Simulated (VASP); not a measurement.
Write the native input for VASP 6.6.1 that does the following.

* Task: single point
* Functional: PBE
* Potentials or basis: VASP PAW PBE potentials, release 64 (Fe, O)
* Cutoff: 520 eV
* k mesh: 9 × 9 × 9
* Occupations: fermi-dirac, width 0.05 eV
* Spin: collinear spin, ferromagnetic start
* Starting moments: [3.8, 0.0] μB
* Fixed moment: 3.8 μB
* Dipole correction: no
* Further INCAR settings: ALGO = Normal; EDIFF = 1e-06; NBANDS = 18

The structure of FeO lies in POSCAR:

```
FeO
1.0
    1.5176821100      0.8762341800      2.5157945800
   -1.5176821100      0.8762341800      2.5157945800
    0.0000000000     -1.7524683500      2.5157945800
Fe O
1 1
Direct
    0.0000000000      0.0000000000      0.0000000000
    0.5000000000      0.5000000000      0.5000000000
```

The input as run:

INCAR

```
SYSTEM = FeO
ALGO = Normal
EDIFF = 1E-6
ENCUT = 520
GGA = PE
ISIF = 2
ISMEAR = -1
ISPIN = 2
LASPH = .TRUE.
LCHARG = .FALSE.
LMAXMIX = 4
LORBIT = 11
LREAL = .FALSE.
LWAVE = .FALSE.
MAGMOM = 3.8 0
NBANDS = 18
NELM = 150
NUPDOWN = 3.8
PREC = Accurate
SIGMA = 0.05
```

KPOINTS

```
k-points
0
G
  9 9 9
  0 0 0
```

Potentials or basis: VASP PAW PBE potentials, release 64 (Fe, O).

The run is started by

```bash
$ cat potpaw_PBE.64/Fe/POTCAR potpaw_PBE.64/O/POTCAR > POTCAR
$ mpirun -np 1 vasp_std > vasp.out
```

It gave:

```
Pressure                                              : -3.1 GPa
Net moment                                            : 3.80 μB per cell
Site moments                                          : Fe +3.48; O +0.25 μB
Valence electrons inside the program's atomic spheres : Fe 6.74; O 4.98
```

Caveat: the total moment is fixed, so each spin has its own Fermi level; a cell with one magnetic atom can't hold antiferromagnetic order, which such compounds often take.

It took 2.7 min on 1 thread of AMD EPYC 7R13, on a shared host, peak memory 0.15 GiB.
